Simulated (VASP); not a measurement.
A run of VASP 6.6.1:

INCAR

```
  ALGO = Normal
  EDIFF = 1E-6
  ENCUT = 500
  GGA = PE
  GGA_COMPAT = F
  ISIF = 2
  ISMEAR = 1
  LASPH = T
  LCHARG = F
  LREAL = F
  LWAVE = F
  NBANDS = 32
  NELM = 120
  PREC = Accurate
  SIGMA = 0.1
```

The input KPOINTS:

```
k-points
0
Gamma
  7 7 7
```

POSCAR

```
Y3Ge
1.0
   -2.2653940000      2.2653940000      5.1970200000
    2.2653940000     -2.2653940000      5.1970200000
    2.2653940000      2.2653940000     -5.1970200000
Y Ge
3 1
Direct
    0.5000000000      0.5000000000      0.0000000000
    0.2500000000      0.7500000000      0.5000000000
    0.7500000000      0.2500000000      0.5000000000
    0.0000000000      0.0000000000      0.0000000000
```

Potentials or basis: VASP PAW PBE potentials, release 64 (Y_sv, Ge_d).

Run with:

```console
$ cat potpaw_PBE.64/Y_sv/POTCAR potpaw_PBE.64/Ge_d/POTCAR > POTCAR
$ mpirun -np 1 vasp_std > vasp.out
```

Hardware: 1 thread of Intel(R) Xeon(R) 6975P-C (Granite Rapids), with other jobs on the host.

Task: How long does it take, and how much memory?

Result: It took 120 s on 1 thread of Intel(R) Xeon(R) 6975P-C (Granite Rapids), with other jobs on the host, peak memory 0.41 GiB. Counts: scf iterations 14, k points 40.
